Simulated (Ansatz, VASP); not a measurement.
# BN in VASP and in Ansatz

The input INCAR:

```
SYSTEM = BN
PREC = Accurate
ENCUT = 520
EDIFF = 1E-6
ISMEAR = 0
SIGMA = 0.02
LREAL = .FALSE.
LASPH = .TRUE.
NELM = 100
ALGO = Normal
ISIF = 2
LWAVE = .FALSE.
LCHARG = .FALSE.
GGA = PS
NBANDS = 16
```

KPOINTS

```
regular mesh
0
G
  12 12 4
  0 0 0
```

File POSCAR:

```
BN
1.0
    2.4622501626      0.0000000000      0.0000000000
   -1.2311250813      2.1323711913      0.0000000000
    0.0000000000      0.0000000000      6.5501577960
B N
2 2
Direct
    0.3333333333      0.6666666667      0.2500000000
    0.6666666667      0.3333333333      0.7500000000
    0.3333333333      0.6666666667      0.7500000000
    0.6666666667      0.3333333333      0.2500000000
```

Input for Ansatz:

```yaml
crystal:
  lattice:
    - [2.4622501626, 0.0, 0.0]
    - [-1.2311250813, 2.1323711913, 0.0]
    - [0.0, 0.0, 6.550157796]
  atoms:
    - { symbol: B, position: [0.3333333333, 0.6666666667, 0.25] }
    - { symbol: B, position: [0.6666666667, 0.3333333333, 0.75] }
    - { symbol: "N", position: [0.3333333333, 0.6666666667, 0.75] }
    - { symbol: "N", position: [0.6666666667, 0.3333333333, 0.25] }
basis:
  ecutwfc: 420
kpoints:
  mp_grid: { grid: [12, 12, 4] }
hamiltonian:
  xc: pbesol
scf:
  occupations: { method: gaussian, width: 0.02 }
output:
  forces: true
  stress: true
  eigenvalues: true
```

Alike in both runs: task single point; functional PBEsol; k mesh 12 × 12 × 4; occupations gaussian, width 0.02 eV; no spin polarisation.

|  | VASP | Ansatz |
| --- | --- | --- |
| version | VASP 6.6.1 | Ansatz 0.2.0 |
| potentials or method | VASP PAW PBE potentials, release 64 (B, N), cutoff 520 eV | scalar-relativistic, plane waves, PAW |
| valence electrons in the cell | 16 | 16 |

```tsv
	VASP	Ansatz	Ansatz less VASP
gap on the k mesh at the Fermi level (eV)	4.22	4.24	+0.012
least direct gap on the mesh (eV)	4.68	4.69	+0.012
pressure (GPa)	14.2	13.9	-0.34
traceless stress, the component that is largest in VASP (GPa)	-12.98	-12.50	+0.480
```

VASP's potentials were made for PBE, not for PBEsol. The functional is the same, so the differences come from potentials, cutoffs and numerics.
